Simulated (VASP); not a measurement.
# W (a cell with a defect) in VASP: a series of runs, part 2 of 2

VASP 6.6.1.

## Step 3: Single point, PBE

The input, INCAR:

```
SYSTEM = W
PREC = Accurate
ENCUT = 400
EDIFF = 1E-6
ISMEAR = -1
SIGMA = 0.1
LREAL = .False.
LASPH = .True.
NELM = 120
ALGO = Normal
ISIF = 2
LWAVE = .False.
LCHARG = .False.
GGA = PE
NBANDS = 88
GGA_COMPAT = .False.
```

The input, KPOINTS:

```
Automatic mesh
0
Gamma
  2 3 3
  0 0 0
```

The input, POSCAR:

```
W
1.0
   -4.7470350000      4.7470350000      4.7470350000
    3.1646900000     -3.1646900000      3.1646900000
    3.1646900000      3.1646900000     -3.1646900000
W
11
Direct
    0.0000000000      0.0000000000      0.5000000000
    0.0000000000      0.5000000000      0.0000000000
    0.0000000000      0.5000000000      0.5000000000
    0.3304953399      0.0019139257      0.0019139257
    0.3300176864     -0.0009047977      0.4962056013
    0.3300176864      0.4962056013     -0.0009047977
    0.3284146921      0.4916270085      0.4916270085
    0.6695046601     -0.0019139257     -0.0019139257
    0.6699823136      0.0009047977      0.5037943987
    0.6699823136      0.5037943987      0.0009047977
    0.6715853079      0.5083729915      0.5083729915
```

Potentials or basis: VASP PAW PBE potentials, release 64 (W_sv).

Launch:

```bash
cat potpaw_PBE.64/W_sv/POTCAR > POTCAR
mpirun -np 1 vasp_std > vasp.out
```

OUTCAR:

```text
SYSTEM = W
   PREC = Accurate
   ENCUT = 400
   EDIFF = 1E-6
   ISMEAR = -1
   LREAL = .False.
   LASPH = .True.
   NELM = 120
   ISIF = 2
   GGA = PE

 ion  position               nearest neighbor table
   1  0.000  0.000  0.500-   5 2.72   9 2.72   6 2.72  10 2.72   3 2.74   3 2.74  11 3.14   7 3.14
                             8 3.15   4 3.15   2 3.16   2 3.16
   2  0.000  0.500  0.000-   6 2.72  10 2.72   9 2.72   5 2.72   3 2.74   3 2.74  11 3.14   7 3.14
                             4 3.15   8 3.15   1 3.16   1 3.16
   3  0.000  0.500  0.500-   7 2.73  11 2.73   4 2.74   8 2.74   2 2.74   2 2.74   1 2.74   1 2.74
                             6 3.16  10 3.16   9 3.16   5 3.16
   4  0.330  0.002  0.002-   5 2.72   6 2.72   3 2.74   6 2.77   5 2.77  11 2.79   8 2.80   7 3.11
                             1 3.15   2 3.15   9 3.20  10 3.20   7 3.22
   5  0.330  0.999  0.496-   7 2.71   4 2.72   1 2.72   2 2.72   4 2.77   7 2.77  10 2.78   9 2.78
                             3 3.16   6 3.16   6 3.16  11 3.20   8 3.20
   6  0.330  0.496  0.999-   7 2.71   4 2.72   2 2.72   1 2.72   4 2.77   7 2.77   9 2.78  10 2.78
                             3 3.16   5 3.16   5 3.16  11 3.20   8 3.20
   7  0.328  0.492  0.492-   5 2.71   6 2.71   3 2.73  11 2.76   6 2.77   5 2.77   8 2.79   4 3.11
                             2 3.14   1 3.14  10 3.20   9 3.20   4 3.22
   8  0.670  0.998  0.998-   9 2.72  10 2.72   3 2.74  10 2.77   9 2.77   7 2.79   4 2.80  11 3.11
                             2 3.15   1 3.15   6 3.20   5 3.20  11 3.22
   9  0.670  0.001  0.504-  11 2.71   8 2.72   1 2.72   2 2.72   8 2.77  11 2.77   6 2.78   5 2.78
                             3 3.16  10 3.16  10 3.16   7 3.20   4 3.20
  10  0.670  0.504  0.001-  11 2.71   8 2.72   2 2.72   1 2.72   8 2.77  11 2.77   5 2.78   6 2.78
                             3 3.16   9 3.16   9 3.16   7 3.20   4 3.20
  11  0.672  0.508  0.508-   9 2.71  10 2.71   3 2.73   7 2.76  10 2.77   9 2.77   4 2.79   8 3.11
                             2 3.14   1 3.14   6 3.20   5 3.20   8 3.22

  LATTYP: Found a base centered monoclinic cell.
 ALAT       =     6.3293800000
 B/A-ratio  =     1.4142135624
 C/A-ratio  =     1.0897247359
 COS(beta)  =    -0.2294157339

  Lattice vectors:

 A1 = (  -3.1646900000,   3.1646900000,  -3.1646900000)
 A2 = (  -3.1646900000,  -3.1646900000,   3.1646900000)
 A3 = (   1.5823450000,   4.7470350000,   4.7470350000)

Analysis of symmetry for initial positions (statically):
=====================================================================
 Subroutine PRICEL returns:
 Original cell was already a primitive cell.

 Routine SETGRP: Setting up the symmetry group for a
 base centered monoclinic supercell.

 Subroutine GETGRP returns: Found  4 space group operations
 (whereof  4 operations were pure point group operations)
 out of a pool of  4 trial point group operations.

The static configuration has the point symmetry C_2h.

Analysis of symmetry for dynamics (positions and initial velocities):
=====================================================================
 Subroutine PRICEL returns:
 Original cell was already a primitive cell.

 Routine SETGRP: Setting up the symmetry group for a
 base centered monoclinic supercell.

 Subroutine GETGRP returns: Found  4 space group operations
 (whereof  4 operations were pure point group operations)
 out of a pool of  4 trial point group operations.

[... 95 lines left out ...]
  0.500000  0.000000  0.000000      1.000000
  0.000000  0.333333  0.000000      4.000000
  0.500000  0.333333 -0.000000      4.000000
  0.000000  0.333333  0.333333      2.000000
  0.500000  0.333333  0.333333      2.000000
  0.000000 -0.333333  0.333333      2.000000
  0.500000 -0.333333  0.333333      2.000000
   k-points           NKPTS =      8   k-points in BZ     NKDIM =      8   number of bands    NBANDS=     88
   number of dos      NEDOS =    301   number of ions     NIONS =     11
   total plane-waves  NPLWV =  69984
   dimension x,y,z NGX =    54 NGY =   36 NGZ =   36
   dimension x,y,z NGXF=   108 NGYF=   72 NGZF=   72
   ions per type =              11
   NGX,Y,Z   is equivalent  to a cutoff of  10.92, 10.92, 10.92 a.u.
   NGXF,Y,Z  is equivalent  to a cutoff of  21.84, 21.84, 21.84 a.u.
 SYSTEM =  W
   PREC   = accura    normal or accurate (medium, high low for compatibility)
   ISTART =      0    job   : 0-new  1-cont  2-samecut
   ICHARG =      2    charge: 1-file 2-atom 10-const
   ISPIN  =      1    spin polarized calculation?
   LNONCOLLINEAR =      F non collinear calculations
   LSORBIT =      F    spin-orbit coupling
   LASPH  =      T    aspherical Exc in radial PAW
   ENCUT  =  400.0 eV  29.40 Ry    5.42 a.u.  13.41  8.94  8.94*2*pi/ulx,y,z
   NELM   =    120;   NELMIN=  2; NELMDL= -5     # of ELM steps
   EDIFF  = 0.1E-05   stopping-criterion for ELM
   LREAL  =      F    real-space projection
[... 7 lines left out ...]
   TEBEG  =    0.0;   TEEND  =   0.0 temperature during run
   PSTRESS=    0.0 pullay stress
   NELECT =     154.0000    total number of electrons
   NUPDOWN=      -1.0000    fix difference up-down
   EMIN   =  10.00;   EMAX   =-10.00  energy-range for DOS
   EFERMI =   0.00;   METHOD = LEGACY
   ISMEAR =    -1;   SIGMA  =   0.10  broadening in eV -4-tet -1-fermi 0-gaus
   EFERMI_NEDOS =   21; number of points for ismear=-14 and -15
   IALGO  =     38    algorithm
   IMIX   =      4    mixing-type and parameters
     AMIX     =   0.40;   BMIX     =  1.00
     AMIX_MAG =   1.60;   BMIX_MAG =  1.00
  volume/ion in A,a.u.               =      17.29       116.67
  Fermi-wavevector in a.u.,A,eV,Ry     =   1.525926  2.883582 31.680489  2.328450
  Thomas-Fermi vector in A             =   2.634030
   LORBIT       =      0    0 simple, 1 ext, 2 COOP (PROOUT), +10 PAW based schemes
   GGA     = PE    functional components
   LHFCALC =     F    Hartree Fock is set to
   AEXX    =    0.0000 exact exchange contribution
   IVDW    =     0    specifies the selected vdW correction
   LEPSILON=     F    determine dielectric tensor
   LRPA    =     F    only Hartree local field effects (RPA)
 non-spin polarized calculation
  energy-cutoff  :      400.00
  volume of cell :      190.17
 maximum number of plane-waves:      3486
 NGX is ok and might be reduce to    54
   NGX = 27   NGY = 17   NGZ = 17

 number of electron     154.0000006 magnetization

 Free energy of the ion-electron system (eV)
  ---------------------------------------------------
  ext. energy  EPLUGINS =         0.00000000
  ---------------------------------------------------
  free energy    TOTEN  =      -139.57924533 eV

  energy without entropy =     -139.38049900  energy(sigma->0) =     -139.47987217

 E-fermi :   9.7759     XC(G=0): -13.0518

 val. band max:        9.6742033294   @ k =   0.0000   0.3333   0.3333
 cond. band min:       9.7912746496   @ k =   0.0000  -0.3333   0.3333
 fundamental gap:      0.1170713202
 Fermi energy:         9.7758815424

 k-point     1 :       0.0000    0.0000    0.0000
  band No.  band energies     occupation
      1     -64.0984      2.00000
      2     -64.0568      2.00000
      3     -64.0448      2.00000
      4     -64.0205      2.00000
      5     -63.9558      2.00000
      6     -63.9416      2.00000
[... 717 lines left out ...]
     87      11.5583      0.00000
     88      12.0953      0.00000

------------------------ aborting loop because EDIFF is reached ----------------------------------------

  FORCE on cell =-STRESS in cart. coord.  units (eV):
  Direction    XX          YY          ZZ          XY          YZ          ZX
  --------------------------------------------------------------------------------------
  -------------------------------------------------------------------------------------
  Total       -3.0449404     -4.3136913     -4.3136913     -0.0322725     -1.4840652     -0.0322717
  in kB      -25.6533804    -36.3425060    -36.3425060     -0.2718934    -12.5031315     -0.2718867
  external PRESSURE =     -32.7794641 kB  Pullay stress =       0.0000000 kB

 VOLUME and BASIS-vectors are now :
 -----------------------------------------------------------------------------
  energy-cutoff  :      400.00
  volume of cell :      190.17
      direct lattice vectors                 reciprocal lattice vectors
    -4.747035000  4.747035000  4.747035000     0.000000000  0.105328905  0.105328905
     3.164690000 -3.164690000  3.164690000     0.157993358  0.000000000  0.157993358
     3.164690000  3.164690000 -3.164690000     0.157993358  0.157993358  0.000000000

 POSITION                                       TOTAL-FORCE (eV/Angst)
 -----------------------------------------------------------------------------------
      1.58234      1.58234     -1.58234        -0.000000      0.000000      0.000000
      1.58234     -1.58234      1.58234        -0.000000      0.000000      0.000000
      3.16469      0.00000      0.00000        -0.000000      0.000000      0.000000
     -1.55676      1.56887      1.56887         0.004174     -0.004011     -0.004011
      3.16556     -0.02488      3.15810        -0.002036      0.000885      0.001803
      3.16556      3.15810     -0.02488        -0.002036      0.001803      0.000885
      1.55270      1.55900      1.55900        -0.007867     -0.005239     -0.005239
      3.13910      3.17816      3.17816        -0.004174      0.004011      0.004011
     -1.58321      4.77192      1.58894         0.002036     -0.000885     -0.001803
     -1.58321      1.58894      4.77192         0.002036     -0.001803     -0.000885
      0.02965      3.18804      3.18804         0.007867      0.005239      0.005239
 -----------------------------------------------------------------------------------
    total drift:                                0.000000      0.000000      0.000000

  FREE ENERGIE OF THE ION-ELECTRON SYSTEM (eV)
  ---------------------------------------------------
  free  energy   TOTEN  =      -139.5792453342 eV

  energy  without entropy=     -139.3804989964  energy(sigma->0) =     -139.47987217
```

It took 7.3 min on 1 thread of AMD EPYC, shared host; peak memory 0.24 GiB.

Results:

```
Free energy            : -139.5792 eV
Pressure               : -3.3 GPa
Largest force          : 0.011 eV/Å
Band gap on the k mesh : zero (bands 77 and 78 overlap by 1.31 eV)
```

Forces on the atoms (eV/Å):
```
W    0.000  0.000  0.000
W    0.000  0.000  0.000
W    0.000  0.000  0.000
W    0.004 -0.004 -0.004
W   -0.002  0.001  0.002
W   -0.002  0.002  0.001
W   -0.008 -0.005 -0.005
W   -0.004  0.004  0.004
W    0.002 -0.001 -0.002
W    0.002 -0.002 -0.001
W    0.008  0.005  0.005
```

Caveat: the k points lie up to 0.47 Å⁻¹ apart, too coarse for converged energies and pressures of a metal; spin-orbit coupling is left out, which moves the levels of the heavy elements.

The gap in the log of VASP goes by the Fermi energy; the results here count the filled bands.